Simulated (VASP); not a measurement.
SnO2, 6 atoms in the cell. Symmetry: Pnnm, No. 58, orthorhombic system. Conventional cell: a = 4.715 Å, b = 4.715 Å, c = 3.389 Å, α = 90.00°, β = 90.00°, γ = 90.00°. Sn (site symmetry 2/m) has 6 O at 2.06 to 2.14 Å within 2.7 Å. O (site symmetry m) has 3 Sn at 2.06 to 2.14 Å and 1 O at 2.63 Å within 2.7 Å.  This cell differs from its parent crystal: atoms displaced along a vibrational mode, the cell strained.

* Program: VASP 6.6.1
* Task: single point
* Functional: PBE
* Potentials or basis: VASP PAW PBE potentials, release 64 (Sn_d, O)
* Cutoff: 520 eV
* k mesh: 6 × 6 × 8
* Occupations: gaussian, width 0.05 eV
* Spin: no spin polarisation
* Dipole correction: no
* Further INCAR settings: ALGO = Normal; EDIFF = 1e-07; NBANDS = 35

Potentials or basis: VASP PAW PBE potentials, release 64 (Sn_d, O).

The run is started by

```bash
$ cat potpaw_PBE.64/Sn_d/POTCAR potpaw_PBE.64/O/POTCAR > POTCAR
$ mpirun -np 1 vasp_std > vasp.out
```

Hardware: 1 thread of AMD EPYC 7R13, with other jobs on the host.

Q: Estimate the wall time of this run.

A: It took 6.7 min on 1 thread of AMD EPYC 7R13, with other jobs on the host, peak memory 0.26 GiB. Counts: scf iterations 14, k points 80.
